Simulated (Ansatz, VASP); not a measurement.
**One calculation of NaH, two programs**

Contents of INCAR:

```
  PREC = Accurate
  ENCUT = 520
  EDIFF = 1E-6
  ISMEAR = 0
  SIGMA = 0.01
  LREAL = False
  LASPH = True
  NELM = 60
  ALGO = Normal
  ISIF = 2
  LWAVE = False
  LCHARG = False
  GGA = PE
  NBANDS = 16
```

Contents of KPOINTS:

```
regular mesh
0
Gamma
  6 6 4
```

POSCAR

```
NaH
1.0
    3.9734978840      0.0000000000      0.0000000000
   -1.9867489420      3.4411501095      0.0000000000
    0.0000000000      0.0000000000      4.8764170387
Na H
2 2
Direct
    0.3333333333      0.6666666667      0.2500000000
    0.6666666667      0.3333333333      0.7500000000
    0.6666666667      0.3333333333      0.2500000000
    0.3333333333      0.6666666667      0.7500000000
```

Input for Ansatz:

```yaml
crystal:
  lattice:
    - [3.973497884, 0.0, 0.0]
    - [-1.986748942, 3.4411501095, 0.0]
    - [0.0, 0.0, 4.8764170387]
  atoms:
    - { symbol: Na, position: [0.3333333333, 0.6666666667, 0.25] }
    - { symbol: Na, position: [0.6666666667, 0.3333333333, 0.75] }
    - { symbol: H, position: [0.6666666667, 0.3333333333, 0.25] }
    - { symbol: H, position: [0.3333333333, 0.6666666667, 0.75] }
kpoints:
  mp_grid: { grid: [6, 6, 4] }
hamiltonian:
  xc: pbe
scf:
  occupations: { method: fixed }
  n_extra_bands: 5
output:
  forces: true
  stress: true
  eigenvalues: true
```

Alike in both runs: task single point; functional PBE; k mesh 6 × 6 × 4; no spin polarisation.

|  | VASP | Ansatz |
| --- | --- | --- |
| version | VASP 6.6.1 | Ansatz 0.2.0 |
| potentials or method | VASP PAW PBE potentials, release 64 (Na_pv, H) | plane waves, PAW |
| plane-wave cutoff (eV) | 520 | 420 |
| occupations | gaussian, width 0.01 eV | fixed |
| valence electrons in the cell | 16 | 20 |

|  | VASP | Ansatz | Ansatz less VASP |
| --- | --- | --- | --- |
| gap on the k mesh at the Fermi level (eV) | 3.34 | 3.34 | -0.001 |
| pressure (GPa) | -0.1 | 0.0 | +0.03 |

VASP's potentials hold 16 valence electrons a cell and Ansatz's 20, so a difference there can come from the potentials and not from the codes.
